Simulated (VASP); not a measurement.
Crystal: WSe2.

```
W Se
1.0
     3.29967    0.00000    0.00000
    -1.64983    2.85760    0.00000
     0.00000    0.00000   13.14853
W Se
2 4
Direct
  0.66667 0.33333 0.75000
  0.33333 0.66667 0.25000
  0.33333 0.66667 0.87666
  0.66667 0.33333 0.37666
  0.33333 0.66667 0.62334
  0.66667 0.33333 0.12334
```

Base run:

* Program: VASP 6.6.1
* Functional: r2SCAN
* Potentials or basis: VASP PAW PBE potentials, release 64 (W_sv, Se)
* Cutoff: 520 eV
* k mesh: 12 × 12 × 2
* Occupations: gaussian, width 0.01 eV
* Spin: no spin polarisation

Its results: band gap on the k mesh 1.16 eV (least direct gap 1.61 eV); pressure 1.7 GPa; largest force 0.008 eV/Å.

Problem. The run is repeated on the same cell with these changes: functional from r2SCAN to PBE. What comes out?

Solution. Band gap on the k mesh 1.04 eV (least direct gap 1.49 eV); pressure 3.7 GPa; largest force 0.325 eV/Å.

Caveats: spin-orbit coupling is left out, which moves the levels of the heavy elements; the PAW data sets were made with another functional, which shifts forces and pressure a little (at least some runs); the cell stands under pressure (at least some runs); this functional lacks dispersion, which binds the layers, so the pressure and a relaxed spacing across them are unreliable (at least some runs).

A k mesh can miss the band edges.
